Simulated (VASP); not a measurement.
# LiF (I4/mmm) in VASP: further runs

LiF is run at these levels: PBE; tasks: single point.

Program: VASP 6.6.1. These are calculated values, not measurements. Logs are shortened: lines on timing, memory, paths and dates and some standing lists are left out, and cuts for length are marked.

### 1 The cell of the first run

The structure is tetragonal, space group I4/mmm (No. 139). The conventional cell has a = 2.848 Å, b = 2.848 Å, c = 3.424 Å, α = 90.00°, β = 90.00°, γ = 90.00°. Within 2.3 Å of Li (site symmetry 4/mmm) lie 6 F at 1.71 to 2.01 Å. F (site symmetry 4/mmm) has 6 Li at 1.71 to 2.01 Å within 2.3 Å.

### 2 Single point, PBE (strain -0.1500 x Voigt [1, 0, 0, 0, 0, 0])

INCAR

```
PREC = Accurate ; ENCUT = 520
EDIFF = 1E-6 ; ISMEAR = 0
SIGMA = 0.05 ; LREAL = F
LASPH = T ; NELM = 100
ALGO = Normal ; ISIF = 2
LWAVE = F ; LCHARG = T
GGA = PE ; LELF = T
LVHAR = T ; NBANDS = 12
```

KPOINTS

```
Automatic mesh
0
Gamma
  10 10 10
```

POSCAR

```
LiF
1.0
    0.0000000000      2.0140000000      2.0140000000
    1.7119000000      0.0000000000      2.0140000000
    1.7119000000      2.0140000000      0.0000000000
Li F
1 1
Direct
    0.0000000000      0.0000000000      0.0000000000
    0.5000000000      0.5000000000      0.5000000000
```

Potentials or basis: VASP PAW PBE potentials, release 64 (Li_sv, F).

Started as:

```console
> cat potpaw_PBE.64/Li_sv/POTCAR potpaw_PBE.64/F/POTCAR > POTCAR
> mpirun -np 1 vasp_std > vasp.out
```

OUTCAR:

```text
PREC = Accurate
   ENCUT = 520
   EDIFF = 1E-6
   ISMEAR = 0
   LREAL = F
   LASPH = T
   NELM = 100
   ISIF = 2
   GGA = PE

 ion  position               nearest neighbor table
   1  0.000  0.000  0.000-   2 1.71   2 1.71   2 2.01   2 2.01   2 2.01   2 2.01
   2  0.500  0.500  0.500-   1 1.71   1 1.71   1 2.01   1 2.01   1 2.01   1 2.01

  LATTYP: Found a body centered tetragonal cell.
 ALAT       =     2.8482261146
 C/A-ratio  =     1.2020815280

  Lattice vectors:

 A1 = (  -1.7119000000,   0.0000000000,  -2.0140000000)
 A2 = (  -1.7119000000,   0.0000000000,   2.0140000000)
 A3 = (   1.7119000000,   2.0140000000,   0.0000000000)

Analysis of symmetry for initial positions (statically):
=====================================================================
 Subroutine PRICEL returns:
 Original cell was already a primitive cell.

 Routine SETGRP: Setting up the symmetry group for a
 body centered tetragonal supercell.

 Subroutine GETGRP returns: Found 16 space group operations
 (whereof 16 operations were pure point group operations)
 out of a pool of 16 trial point group operations.

The static configuration has the point symmetry D_4h.

Analysis of symmetry for dynamics (positions and initial velocities):
=====================================================================
 Subroutine PRICEL returns:
 Original cell was already a primitive cell.

 Routine SETGRP: Setting up the symmetry group for a
 body centered tetragonal supercell.

 Subroutine GETGRP returns: Found 16 space group operations
 (whereof 16 operations were pure point group operations)
 out of a pool of 16 trial point group operations.

The dynamic configuration has the point symmetry D_4h.

 Subroutine INISYM returns: Found 16 space group operations
 (whereof 16 operations are pure point group operations),
 and found     1 'primitive' translations

----------------------------------------------------------------------------------------

                                     Primitive cell

  volume of cell :      13.8876

  direct lattice vectors                    reciprocal lattice vectors
     0.000000000  2.014000000  2.014000000    -0.292073135  0.248262165  0.248262165
     1.711900000  0.000000000  2.014000000     0.292073135 -0.248262165  0.248262165
     1.711900000  2.014000000  0.000000000     0.292073135  0.248262165 -0.248262165

  length of vectors
     2.848226115  2.643255116  2.643255116     0.456700034  0.456700034  0.456700034

  position of ions in fractional coordinates (direct lattice)
     0.000000000  0.000000000  0.000000000
     0.500000000  0.500000000  0.500000000

  ion indices of the primitive-cell ions
   primitive index   ion index
                 1           1
                 2           2

----------------------------------------------------------------------------------------

 KPOINTS: Automatic mesh

Automatic generation of k-mesh.
 Grid dimensions read from file:
 generate k-points for:   10   10   10

 Generating k-lattice:

  Cartesian coordinates                     Fractional coordinates (reciprocal lattice)
    -0.029207314  0.024826216  0.024826216     0.100000000  0.000000000  0.000000000
     0.029207314 -0.024826216  0.024826216     0.000000000  0.100000000  0.000000000
     0.029207314  0.024826216 -0.024826216     0.000000000  0.000000000  0.100000000

  Length of vectors
     0.045670003  0.045670003  0.045670003

  Shift w.r.t. Gamma in fractional coordinates (k-lattice)
     0.000000000  0.000000000  0.000000000

 Subroutine IBZKPT returns following result:
 ===========================================

 Found    102 irreducible k-points:

 Following reciprocal coordinates:
            Coordinates               Weight
  0.000000  0.000000  0.000000      1.000000
  0.100000  0.000000  0.000000      8.000000
  0.200000  0.000000  0.000000      8.000000
  0.300000  0.000000  0.000000      8.000000
  0.400000  0.000000  0.000000      8.000000
  0.500000  0.000000  0.000000      4.000000
[... 16 lines left out ...]
  0.300000  0.300000  0.000000      4.000000
  0.400000  0.300000  0.000000     16.000000
 [... further k-points ...]
   k-points           NKPTS =    102   k-points in BZ     NKDIM =    102   number of bands    NBANDS=     12
   number of dos      NEDOS =    301   number of ions     NIONS =      2
   total plane-waves  NPLWV =   9600
   dimension x,y,z NGX =    24 NGY =   20 NGZ =   20
   dimension x,y,z NGXF=    48 NGYF=   40 NGZF=   40
   ions per type =               1   1
   NGX,Y,Z   is equivalent  to a cutoff of  14.01, 12.58, 12.58 a.u.
   NGXF,Y,Z  is equivalent  to a cutoff of  28.02, 25.16, 25.16 a.u.
 SYSTEM =  unknown system
   PREC   = accura    normal or accurate (medium, high low for compatibility)
   ISTART =      0    job   : 0-new  1-cont  2-samecut
   ICHARG =      2    charge: 1-file 2-atom 10-const
   ISPIN  =      1    spin polarized calculation?
   LNONCOLLINEAR =      F non collinear calculations
   LSORBIT =      F    spin-orbit coupling
   LASPH  =      T    aspherical Exc in radial PAW
   ENCUT  =  520.0 eV  38.22 Ry    6.18 a.u.   5.30  4.91  4.91*2*pi/ulx,y,z
   NELM   =    100;   NELMIN=  2; NELMDL= -5     # of ELM steps
   EDIFF  = 0.1E-05   stopping-criterion for ELM
   LREAL  =      F    real-space projection
   EDIFFG = 0.1E-04   stopping-criterion for IOM
   NSW    =      0    number of steps for IOM
   IBRION =     -1    ionic relax: 0-MD 1-quasi-New 2-CG
   NFREE  =      0    steps in history (QN), initial steepest desc. (CG)
   ISIF   =      2    stress and relaxation
   ISYM   =      2    0-nonsym 1-usesym 2-fastsym
   POTIM  = 0.5000    time-step for ionic-motion
   TEBEG  =    0.0;   TEEND  =   0.0 temperature during run
   PSTRESS=    0.0 pullay stress
   NELECT =      10.0000    total number of electrons
   NUPDOWN=      -1.0000    fix difference up-down
   EMIN   =  10.00;   EMAX   =-10.00  energy-range for DOS
   EFERMI =   0.00;   METHOD = LEGACY
   ISMEAR =     0;   SIGMA  =   0.05  broadening in eV -4-tet -1-fermi 0-gaus
   EFERMI_NEDOS =   21; number of points for ismear=-14 and -15
   IALGO  =     38    algorithm
   IMIX   =      4    mixing-type and parameters
     AMIX     =   0.40;   BMIX     =  1.00
     AMIX_MAG =   1.60;   BMIX_MAG =  1.00
  volume/ion in A,a.u.               =       6.94        46.86
  Fermi-wavevector in a.u.,A,eV,Ry     =   1.467346  2.772881 29.294743  2.153103
  Thomas-Fermi vector in A             =   2.582974
   LORBIT       =      0    0 simple, 1 ext, 2 COOP (PROOUT), +10 PAW based schemes
   GGA     = PE    functional components
   LHFCALC =     F    Hartree Fock is set to
   AEXX    =    0.0000 exact exchange contribution
   IVDW    =     0    specifies the selected vdW correction
   LEPSILON=     F    determine dielectric tensor
   LRPA    =     F    only Hartree local field effects (RPA)
 non-spin polarized calculation
 Gauss-broadening in eV      SIGMA  =   0.05
  energy-cutoff  :      520.00
  volume of cell :       13.89
 maximum number of plane-waves:       394
 NGX is ok and might be reduce to    24
   NGX = 11   NGY =  9   NGZ =  9

 number of electron      10.0000000 magnetization

 number of electron       9.9999994 magnetization

 Free energy of the ion-electron system (eV)
  ---------------------------------------------------
  ext. energy  EPLUGINS =         0.00000000
  ---------------------------------------------------
  free energy    TOTEN  =        -9.31657375 eV

  energy without entropy =       -9.31657375  energy(sigma->0) =       -9.31657375

 E-fermi :   0.5890     XC(G=0): -10.7536

 val. band max:        0.1859208865   @ k =   0.0000   0.0000   0.0000
 cond. band min:      10.5153034265   @ k =   0.0000   0.0000   0.0000
 fundamental gap:     10.3293825400
 Fermi energy:         0.5890004650

 k-point     1 :       0.0000    0.0000    0.0000
  band No.  band energies     occupation
      1     -40.5168      2.00000
      2     -20.3868      2.00000
      3      -0.4149      2.00000
      4       0.1859      2.00000
      5       0.1859      2.00000
      6      10.5153      0.00000
      7      24.9794      0.00000
      8      24.9794      0.00000
      9      25.9254      0.00000
     10      25.9254      0.00000
     11      27.4088      0.00000
     12      29.8362      0.00000

 k-point     2 :       0.1000    0.0000    0.0000
  band No.  band energies     occupation
      1     -40.5048      2.00000
      2     -20.3452      2.00000
      3      -0.5448      2.00000
      4       0.0001      2.00000
      5       0.1206      2.00000
      6      10.8151      0.00000
      7      22.7858      0.00000
      8      23.3421      0.00000
      9      26.1102      0.00000
     10      27.1780      0.00000
     11      27.3007      0.00000
     12      29.7370      0.00000

 k-point     3 :       0.2000    0.0000    0.0000
  band No.  band energies     occupation
      1     -40.4732      2.00000
      2     -20.2325      2.00000
      3      -1.1794      2.00000
      4      -0.1209      2.00000
      5      -0.0465      2.00000
      6      11.4375      0.00000
      7      20.2647      0.00000
      8      21.4444      0.00000
      9      25.2491      0.00000
     10      28.0562      0.00000
     11      28.7271      0.00000
     12      30.5044      0.00000

 k-point     4 :       0.3000    0.0000    0.0000
  band No.  band energies     occupation
      1     -40.4340      2.00000
      2     -20.0856      2.00000
      3      -2.0292      2.00000
      4      -0.2453      2.00000
      5      -0.1052      2.00000
      6      11.8214      0.00000
      7      18.8984      0.00000
      8      19.9795      0.00000
      9      23.9330      0.00000
     10      29.4992      0.00000
     11      30.5261      0.00000
     12      32.4441      0.00000

 k-point     5 :       0.4000    0.0000    0.0000
  band No.  band energies     occupation
      1     -40.4023      2.00000
      2     -19.9599      2.00000
      3      -2.6826      2.00000
      4      -0.4006      2.00000
      5      -0.0713      2.00000
      6      11.7756      0.00000
      7      18.6169      0.00000
      8      19.0723      0.00000
      9      22.9331      0.00000
     10      31.3230      0.00000
     11      32.1766      0.00000
     12      35.0135      0.00000
[... 228 lines left out ...]
      1     -40.3914      2.00000
      2     -19.8876      2.00000
      3      -2.3503      2.00000
      4      -1.3684      2.00000
      5      -0.1679      2.00000
      6      13.2549      0.00000
      7      16.4451      0.00000
      8      20.6977      0.00000
      9      22.8522      0.00000
     10      29.2844      0.00000
     11      32.1516      0.00000
     12      34.9693      0.00000

 k-point    22 :      -0.2000    0.2000    0.0000
  band No.  band energies     occupation
      1     -40.4176      2.00000
      2     -20.0312      2.00000
      3      -1.9280      2.00000
      4      -0.9236      2.00000
      5      -0.0619      2.00000
      6      12.7414      0.00000
      7      17.1493      0.00000
      8      20.7880      0.00000
      9      23.6595      0.00000
     10      27.7733      0.00000
     11      32.2342      0.00000
     12      32.4091      0.00000

 k-point    23 :       0.3000    0.3000    0.0000
  band No.  band energies     occupation
      1     -40.4290      2.00000
      2     -19.8706      2.00000
      3      -2.4265      2.00000
      4      -1.2312      2.00000
      5      -0.2385      2.00000
      6      13.4444      0.00000
      7      19.9127      0.00000
      8      20.5030      0.00000
      9      22.0554      0.00000
     10      25.1337      0.00000
     11      36.2760      0.00000
     12      37.5455      0.00000

 k-point    24 :       0.4000    0.3000    0.0000
  band No.  band energies     occupation
      1     -40.4071      2.00000
      2     -19.7400      2.00000
      3      -2.9461      2.00000
      4      -1.3684      2.00000
      5      -0.4137      2.00000
      6      14.1446      0.00000
      7      18.5420      0.00000
      8      20.1761      0.00000
      9      22.8392      0.00000
     10      25.2492      0.00000
     11      36.1393      0.00000
     12      37.7436      0.00000

 [... further k-points ...]
[... 5 lines left out ...]
  --------------------------------------------------------------------------------------
  -------------------------------------------------------------------------------------
  Total        4.5714879      1.0512093      1.0512093      0.0000000      0.0000000     -0.0000000
  in kB      527.4008671    121.2753239    121.2753239      0.0000000      0.0000000     -0.0000000
  external PRESSURE =     256.6505050 kB  Pullay stress =       0.0000000 kB

 VOLUME and BASIS-vectors are now :
 -----------------------------------------------------------------------------
  energy-cutoff  :      520.00
  volume of cell :       13.89
      direct lattice vectors                 reciprocal lattice vectors
     0.000000000  2.014000000  2.014000000    -0.292073135  0.248262165  0.248262165
     1.711900000  0.000000000  2.014000000     0.292073135 -0.248262165  0.248262165
     1.711900000  2.014000000  0.000000000     0.292073135  0.248262165 -0.248262165

 POSITION                                       TOTAL-FORCE (eV/Angst)
 -----------------------------------------------------------------------------------
      0.00000      0.00000      0.00000        -0.000000     -0.000000      0.000000
      1.71190      2.01400      2.01400         0.000000      0.000000      0.000000
 -----------------------------------------------------------------------------------
    total drift:                               -0.000000     -0.000000      0.000000

  FREE ENERGIE OF THE ION-ELECTRON SYSTEM (eV)
  ---------------------------------------------------
  free  energy   TOTEN  =        -9.3165737483 eV

  energy  without entropy=       -9.3165737483  energy(sigma->0) =       -9.31657375
```

Wall time 10 s (1 thread of Intel Xeon Platinum 8488C (Sapphire Rapids), shared host); peak memory 0.13 GiB.

Results:

- Free energy: -9.3166 eV
- Band gap on the k mesh: 10.33 eV, direct

Caveat: the cell differs from its parent crystal (strain -0.1500 x Voigt [1, 0, 0, 0, 0, 0]); the cutoff is under 1.25 times the usual one of these potentials, so pressure, stress and relaxed cells hold a basis-set (Pulay) error. A k mesh can miss the band edges.

### 3 Single point, PBE (strain -0.1125 x Voigt [1, 0, 0, 0, 0, 0])

INCAR

```
PREC = Accurate
ENCUT = 520
EDIFF = 1E-7
ISMEAR = 0
SIGMA = 0.05
LREAL = False
LASPH = True
NELM = 80
ALGO = Normal
ISIF = 2
LWAVE = False
LCHARG = True
GGA = PE
LELF = True
LVHAR = True
NBANDS = 12
```

KPOINTS

```
regular mesh
0
Gamma
  10 10 10
```

POSCAR

```
LiF
1.0
    0.0000000000      2.0140000000      2.0140000000
    1.7874250000      0.0000000000      2.0140000000
    1.7874250000      2.0140000000      0.0000000000
Li F
1 1
Direct
    0.0000000000      0.0000000000      0.0000000000
    0.5000000000      0.5000000000      0.5000000000
```

Potentials or basis: VASP PAW PBE potentials, release 64 (Li_sv, F).

Started as:

```console
> cat potpaw_PBE.64/Li_sv/POTCAR potpaw_PBE.64/F/POTCAR > POTCAR
> mpirun -np 1 vasp_std > vasp.out
```

Run time: 9.2 s. Hardware: 1 thread of Intel Xeon Platinum 8488C (Sapphire Rapids), shared host; peak memory 0.13 GiB.

Results (log left out):

```
Free energy            : -9.4769 eV
Band gap on the k mesh : 10.03 eV, direct
```

Levels at points of the mesh, in eV from the valence-band top:
```
           k point  band 2  band 3  band 4  band 5  band 6  band 7  band 8  band 9
(0.00, 0.00, 0.00)  -20.42   -0.40    0.00    0.00   10.03   24.56   24.56   25.28
(0.50, 0.00, 0.00)  -19.93   -2.97   -0.52   -0.24   11.31   18.04   18.67   21.26
(0.50, 0.50, 0.00)  -19.59   -3.73   -1.58   -0.75   15.17   17.71   18.84   21.26
(0.00, 0.50, 0.50)  -19.43   -3.55   -1.59   -1.59   15.83   17.63   19.15   20.52
```

Caveat: the cell differs from its parent crystal (strain -0.1125 x Voigt [1, 0, 0, 0, 0, 0]); the cutoff is under 1.25 times the usual one of these potentials, so pressure, stress and relaxed cells hold a basis-set (Pulay) error.
